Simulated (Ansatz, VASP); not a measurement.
# MgS in VASP and in Ansatz

```xyz
2
Lattice="0.0000 2.6015 2.6015 2.6015 0.0000 2.6015 2.6015 2.6015 0.0000" Properties=species:S:1:pos:R:3 pbc="T T T"
Mg    0.0000    0.0000    0.0000
S     2.6015    2.6015    2.6015
```

Alike in both runs: task single point; functional HSE06; k mesh 4 × 4 × 4; no spin polarisation.

```csv
,VASP,Ansatz
version,VASP 6.6.1,Ansatz 0.2.0
potentials or method,"VASP PAW PBE potentials, release 64 (Mg, S)","plane waves, PAW"
plane-wave cutoff (eV),520,420
occupations,"gaussian, width 0.01 eV",fixed
valence electrons in the cell,8,16
```

Ansatz gave:

| Property | Result |
| --- | --- |
| gap on the k mesh at the Fermi level (eV) | 3.80 |
| pressure (GPa) | -0.1 |

Problem. Which values does VASP return?

Solution. gap on the k mesh at the Fermi level (eV): 3.75; pressure (GPa): -0.4.

VASP's potentials hold 8 valence electrons a cell and Ansatz's 16, so a difference there can come from the potentials and not from the codes. Ansatz's warnings: stress exchange threshold loose, stress scf threshold loose.

The k mesh is coarse, so the values compare programs but aren't converged.
